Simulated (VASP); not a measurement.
# W (P6/mmm) in VASP: notebook

W is run at these levels: PBE; tasks: single point, relaxation of cell and atoms.

Program: VASP 6.6.1. These are calculated values, not measurements. Logs are shortened: lines on timing, memory, paths and dates and some standing lists are left out, and cuts for length are marked.

### 1 The cell of the first run

Symmetry: P6/mmm, No. 191, hexagonal system. Conventional cell: a = 4.328 Å, b = 4.328 Å, c = 2.446 Å, α = 90.00°, β = 90.00°, γ = 120.00°. W (site symmetry 6/mmm) has 14 W at 2.45 to 2.78 Å within 3.2 Å. W (site symmetry -6m2) has 11 W at 2.45 to 2.78 Å within 3.2 Å.

This isn't the form of W at room conditions, which is bcc.

### 2 Single point, PBE

INCAR reads:

```
SYSTEM = W
ALGO = Normal
EDIFF = 1E-6
ENCUT = 520
GGA = PE
ISIF = 2
ISMEAR = -1
LASPH = .True.
LCHARG = .True.
LELF = .True.
LREAL = .False.
LVHAR = .True.
LWAVE = .False.
NBANDS = 28
NELM = 60
PREC = Accurate
SIGMA = 0.08
```

KPOINTS reads:

```
k-points
0
Gamma
  9 9 12
  0 0 0
```

POSCAR reads:

```
W
1.0
    4.3282623431      0.0000000000      0.0000000000
   -2.1641311715      3.7483851434      0.0000000000
    0.0000000000      0.0000000000      2.4458176350
W
3
Direct
    0.0000000000      0.0000000000      0.0000000000
    0.3333333333      0.6666666667      0.5000000000
    0.6666666667      0.3333333333      0.5000000000
```

Potentials or basis: VASP PAW PBE potentials, release 64 (W_sv).

Launch:

```console
$ cat potpaw_PBE.64/W_sv/POTCAR > POTCAR
$ mpirun -np 1 vasp_std > vasp.out
```

OUTCAR:

```text
SYSTEM = W
   EDIFF = 1E-6
   ENCUT = 520
   GGA = PE
   ISIF = 2
   ISMEAR = -1
   LASPH = .True.
   LREAL = .False.
   NELM = 60
   PREC = Accurate

 ion  position               nearest neighbor table
   1  0.000  0.000  0.000-   2 2.78   3 2.78   2 2.78   3 2.78   3 2.78   3 2.78   2 2.78   2 2.78
                             3 2.78   3 2.78   2 2.78   2 2.78
   2  0.333  0.667  0.500-   3 2.50   3 2.50   3 2.50   1 2.78   1 2.78   1 2.78   1 2.78   1 2.78
                             1 2.78
   3  0.667  0.333  0.500-   2 2.50   2 2.50   2 2.50   1 2.78   1 2.78   1 2.78   1 2.78   1 2.78
                             1 2.78

  LATTYP: Found a hexagonal cell.
 ALAT       =     4.3282623431
 C/A-ratio  =     0.5650807278

  Lattice vectors:

 A1 = (   4.3282623431,   0.0000000000,   0.0000000000)
 A2 = (  -2.1641311715,   3.7483851434,   0.0000000000)
 A3 = (   0.0000000000,   0.0000000000,   2.4458176350)

Analysis of symmetry for initial positions (statically):
=====================================================================
 Subroutine PRICEL returns:
 Original cell was already a primitive cell.

 Routine SETGRP: Setting up the symmetry group for a
 hexagonal supercell.

 Subroutine GETGRP returns: Found 24 space group operations
 (whereof 24 operations were pure point group operations)
 out of a pool of 24 trial point group operations.

The static configuration has the point symmetry D_6h.

Analysis of symmetry for dynamics (positions and initial velocities):
=====================================================================
 Subroutine PRICEL returns:
 Original cell was already a primitive cell.

 Routine SETGRP: Setting up the symmetry group for a
 hexagonal supercell.

 Subroutine GETGRP returns: Found 24 space group operations
 (whereof 24 operations were pure point group operations)
 out of a pool of 24 trial point group operations.

The dynamic configuration has the point symmetry D_6h.

 Subroutine INISYM returns: Found 24 space group operations
 (whereof 24 operations are pure point group operations),
 and found     1 'primitive' translations

----------------------------------------------------------------------------------------

                                     Primitive cell

  volume of cell :      39.6809

  direct lattice vectors                    reciprocal lattice vectors
     4.328262343  0.000000000  0.000000000     0.231039600  0.133390775  0.000000000
    -2.164131171  3.748385143  0.000000000     0.000000000  0.266781550  0.000000000
     0.000000000  0.000000000  2.445817635     0.000000000  0.000000000  0.408861227

  length of vectors
     4.328262343  4.328262343  2.445817635     0.266781550  0.266781550  0.408861227

  position of ions in fractional coordinates (direct lattice)
     0.000000000  0.000000000  0.000000000
     0.333333333  0.666666667  0.500000000
     0.666666667  0.333333333  0.500000000

  ion indices of the primitive-cell ions
   primitive index   ion index
                 1           1
                 2           2
                 3           3

----------------------------------------------------------------------------------------

 KPOINTS: k-points

Automatic generation of k-mesh.
 Grid dimensions read from file:
 generate k-points for:    9    9   12

 Generating k-lattice:

  Cartesian coordinates                     Fractional coordinates (reciprocal lattice)
     0.025671067  0.014821197  0.000000000     0.111111111  0.000000000  0.000000000
     0.000000000  0.029642394  0.000000000     0.000000000  0.111111111  0.000000000
     0.000000000  0.000000000  0.034071769     0.000000000  0.000000000  0.083333333

  Length of vectors
     0.029642394  0.029642394  0.034071769

  Shift w.r.t. Gamma in fractional coordinates (k-lattice)
     0.000000000  0.000000000  0.000000000

 Subroutine IBZKPT returns following result:
 ===========================================

 Found     84 irreducible k-points:

 Following reciprocal coordinates:
            Coordinates               Weight
  0.000000  0.000000  0.000000      1.000000
  0.111111 -0.000000  0.000000      6.000000
  0.222222  0.000000  0.000000      6.000000
  0.333333  0.000000  0.000000      6.000000
  0.444444  0.000000  0.000000      6.000000
  0.111111  0.111111  0.000000      6.000000
[... 16 lines left out ...]
  0.333333  0.222222  0.083333     24.000000
  0.333333  0.333333  0.083333      4.000000
 [... further k-points ...]
   k-points           NKPTS =     84   k-points in BZ     NKDIM =     84   number of bands    NBANDS=     28
   number of dos      NEDOS =    301   number of ions     NIONS =      3
   total plane-waves  NPLWV =  18432
   dimension x,y,z NGX =    32 NGY =   32 NGZ =   18
   dimension x,y,z NGXF=    64 NGYF=   64 NGZF=   36
   ions per type =               3
   NGX,Y,Z   is equivalent  to a cutoff of  12.29, 12.29, 12.23 a.u.
   NGXF,Y,Z  is equivalent  to a cutoff of  24.58, 24.58, 24.47 a.u.
 SYSTEM =  W
   PREC   = accura    normal or accurate (medium, high low for compatibility)
   ISTART =      0    job   : 0-new  1-cont  2-samecut
   ICHARG =      2    charge: 1-file 2-atom 10-const
   ISPIN  =      1    spin polarized calculation?
   LNONCOLLINEAR =      F non collinear calculations
   LSORBIT =      F    spin-orbit coupling
   LASPH  =      T    aspherical Exc in radial PAW
   ENCUT  =  520.0 eV  38.22 Ry    6.18 a.u.   8.05  8.05  4.55*2*pi/ulx,y,z
   NELM   =     60;   NELMIN=  2; NELMDL= -5     # of ELM steps
   EDIFF  = 0.1E-05   stopping-criterion for ELM
   LREAL  =      F    real-space projection
   EDIFFG = 0.1E-04   stopping-criterion for IOM
   NSW    =      0    number of steps for IOM
   IBRION =     -1    ionic relax: 0-MD 1-quasi-New 2-CG
   NFREE  =      0    steps in history (QN), initial steepest desc. (CG)
   ISIF   =      2    stress and relaxation
   ISYM   =      2    0-nonsym 1-usesym 2-fastsym
   POTIM  = 0.5000    time-step for ionic-motion
   TEBEG  =    0.0;   TEEND  =   0.0 temperature during run
   PSTRESS=    0.0 pullay stress
   NELECT =      42.0000    total number of electrons
   NUPDOWN=      -1.0000    fix difference up-down
   EMIN   =  10.00;   EMAX   =-10.00  energy-range for DOS
   EFERMI =   0.00;   METHOD = LEGACY
   ISMEAR =    -1;   SIGMA  =   0.08  broadening in eV -4-tet -1-fermi 0-gaus
   EFERMI_NEDOS =   21; number of points for ismear=-14 and -15
   IALGO  =     38    algorithm
   IMIX   =      4    mixing-type and parameters
     AMIX     =   0.40;   BMIX     =  1.00
     AMIX_MAG =   1.60;   BMIX_MAG =  1.00
  volume/ion in A,a.u.               =      13.23        89.26
  Fermi-wavevector in a.u.,A,eV,Ry     =   1.668389  3.152798 37.872112  2.783522
  Thomas-Fermi vector in A             =   2.754245
   LORBIT       =      0    0 simple, 1 ext, 2 COOP (PROOUT), +10 PAW based schemes
   GGA     = PE    functional components
   LHFCALC =     F    Hartree Fock is set to
   AEXX    =    0.0000 exact exchange contribution
   IVDW    =     0    specifies the selected vdW correction
   LEPSILON=     F    determine dielectric tensor
   LRPA    =     F    only Hartree local field effects (RPA)
 non-spin polarized calculation
  energy-cutoff  :      520.00
  volume of cell :       39.68
 maximum number of plane-waves:      1090
   NGX = 17   NGY = 17   NGZ =  9

 number of electron      42.0000005 magnetization

 Free energy of the ion-electron system (eV)
  ---------------------------------------------------
  ext. energy  EPLUGINS =         0.00000000
  ---------------------------------------------------
  free energy    TOTEN  =       -34.67606414 eV

  energy without entropy =      -34.61145407  energy(sigma->0) =      -34.64375910

 E-fermi :  14.0207     XC(G=0): -14.6707

 val. band max:       14.0159369003   @ k =   0.1111   0.1111   0.2500
 cond. band min:      14.0283448910   @ k =   0.2222   0.1111   0.3333
 fundamental gap:      0.0124079906
 Fermi energy:        14.0207277043

 k-point     1 :       0.0000    0.0000    0.0000
  band No.  band energies     occupation
      1     -59.7347      2.00000
      2     -59.5145      2.00000
      3     -59.3590      2.00000
      4     -24.6823      2.00000
      5     -24.6823      2.00000
      6     -24.3623      2.00000
[... 20 lines left out ...]
     27      21.1556      0.00000
     28      21.1556      0.00000

 k-point     2 :       0.1111   -0.0000    0.0000
  band No.  band energies     occupation
      1     -59.7249      2.00000
      2     -59.5170      2.00000
      3     -59.3666      2.00000
      4     -24.8003      2.00000
      5     -24.7561      2.00000
      6     -24.2239      2.00000
[... 20 lines left out ...]
     27      20.6863      0.00000
     28      21.0903      0.00000

 k-point     3 :       0.2222    0.0000    0.0000
  band No.  band energies     occupation
      1     -59.6979      2.00000
      2     -59.5239      2.00000
      3     -59.3878      2.00000
      4     -24.9691      2.00000
      5     -24.7897      2.00000
      6     -23.9965      2.00000
[... 20 lines left out ...]
     27      19.5993      0.00000
     28      20.8898      0.00000

 k-point     4 :       0.3333    0.0000    0.0000
  band No.  band energies     occupation
      1     -59.6603      2.00000
      2     -59.5334      2.00000
      3     -59.4171      2.00000
      4     -25.0977      2.00000
      5     -24.6923      2.00000
      6     -23.8003      2.00000
[... 578 lines left out ...]
     27      19.1006      0.00000
     28      20.0067      0.00000

 k-point    23 :       0.3333    0.2222    0.0833
  band No.  band energies     occupation
      1     -59.6034      2.00000
      2     -59.5114      2.00000
      3     -59.4511      2.00000
      4     -24.9464      2.00000
      5     -24.6116      2.00000
      6     -24.2740      2.00000
[... 20 lines left out ...]
     27      19.4093      0.00000
     28      19.6904      0.00000

 k-point    24 :       0.3333    0.3333    0.0833
  band No.  band energies     occupation
      1     -59.5976      2.00000
      2     -59.4842      2.00000
      3     -59.4842      2.00000
      4     -24.8484      2.00000
      5     -24.5270      2.00000
      6     -24.5270      2.00000
[... 20 lines left out ...]
     27      18.9288      0.00000
     28      19.7894      0.00000

 [... further k-points ...]
[... 5 lines left out ...]
  --------------------------------------------------------------------------------------
  -------------------------------------------------------------------------------------
  Total       24.5577566     24.5577566     24.8483619      0.0000000     -0.0000000     -0.0000000
  in kB      991.5563892    991.5563892   1003.2900151      0.0000000     -0.0000000     -0.0000000
  external PRESSURE =     995.4675978 kB  Pullay stress =       0.0000000 kB

 VOLUME and BASIS-vectors are now :
 -----------------------------------------------------------------------------
  energy-cutoff  :      520.00
  volume of cell :       39.68
      direct lattice vectors                 reciprocal lattice vectors
     4.328262343  0.000000000  0.000000000     0.231039600  0.133390775  0.000000000
    -2.164131171  3.748385143  0.000000000     0.000000000  0.266781550  0.000000000
     0.000000000  0.000000000  2.445817635     0.000000000  0.000000000  0.408861227

 POSITION                                       TOTAL-FORCE (eV/Angst)
 -----------------------------------------------------------------------------------
      0.00000      0.00000      0.00000        -0.000000      0.000000      0.000000
     -0.00000      2.49892      1.22291        -0.000000      0.000000     -0.000000
      2.16413      1.24946      1.22291         0.000000     -0.000000      0.000000
 -----------------------------------------------------------------------------------
    total drift:                               -0.000000      0.000000      0.000000

  FREE ENERGIE OF THE ION-ELECTRON SYSTEM (eV)
  ---------------------------------------------------
  free  energy   TOTEN  =       -34.6760641415 eV

  energy  without entropy=      -34.6114540671  energy(sigma->0) =      -34.64375910
```

It took 50 s on 1 thread of Intel Xeon 6975P-C (Granite Rapids), shared host; peak memory 0.19 GiB.

Results:

- Free energy: -34.6761 eV
- Pressure: 99.5 GPa
- Band gap on the k mesh: zero (bands 21 and 22 overlap by 1.41 eV)

Stress tensor (GPa, compression positive):
```
 99.16   0.00   0.00
  0.00  99.16   0.00
  0.00   0.00 100.33
```

Levels at points of the mesh, in eV from the Fermi level:
```
           k point  band 18  band 19  band 20  band 21  band 22  band 23  band 24  band 25
(0.00, 0.00, 0.00)    -2.82    -2.82    -2.74    -0.52    -0.52     2.41     2.41     2.43
(0.00, 0.00, 0.50)    -2.76    -1.44    -1.44     0.36     0.36     4.25     4.25     5.39
```

Caveat: the cell stands under pressure; spin-orbit coupling is left out, which moves the levels of the heavy elements.

### 3 Single point, PBE

INCAR reads:

```
PREC = Accurate
ENCUT = 520
EDIFF = 1E-6
ISMEAR = -1
SIGMA = 0.08
LREAL = False
LASPH = True
NELM = 80
ALGO = Normal
ISIF = 2
LWAVE = False
LCHARG = False
GGA = PE
NBANDS = 28
```

KPOINTS reads:

```
regular mesh
0
Gamma
  9 9 12
```

POSCAR reads:

```
W
1.0
    4.3273563164      0.0000000000      0.0000000000
   -2.1636781582      3.7476005012      0.0000000000
    0.0000000000      0.0000000000      2.4452127575
W
3
Direct
    0.0000000000      0.0000000000      0.0000000000
    0.3333333333      0.6666666667      0.5000000000
    0.6666666667      0.3333333333      0.5000000000
```

Potentials or basis: VASP PAW PBE potentials, release 64 (W_sv).

Launch:

```console
$ cat potpaw_PBE.64/W_sv/POTCAR > POTCAR
$ mpirun -np 1 vasp_std > vasp.out
```

It took 50 s on 1 thread of Intel Xeon 6975P-C (Granite Rapids), shared host; peak memory 0.19 GiB.

Results (log left out):

* Free energy: -34.6596 eV
* Pressure: 100.0 GPa
* Band gap on the k mesh: zero (bands 21 and 22 overlap by 1.42 eV)

Stress tensor (GPa, compression positive):
```
 99.56   0.00   0.00
  0.00  99.56   0.00
  0.00   0.00 100.81
```

Levels at points of the mesh, in eV from the Fermi level:
| k point | band 18 | band 19 | band 20 | band 21 | band 22 | band 23 | band 24 | band 25 |
| --- | --- | --- | --- | --- | --- | --- | --- | --- |
| (0.00, 0.00, 0.00) | -2.82 | -2.82 | -2.75 | -0.52 | -0.52 | 2.41 | 2.41 | 2.43 |
| (0.00, 0.00, 0.50) | -2.76 | -1.44 | -1.44 | 0.36 | 0.36 | 4.25 | 4.25 | 5.40 |

Caveat: the cell stands under pressure; spin-orbit coupling is left out, which moves the levels of the heavy elements.

[end of part 1 of 2]
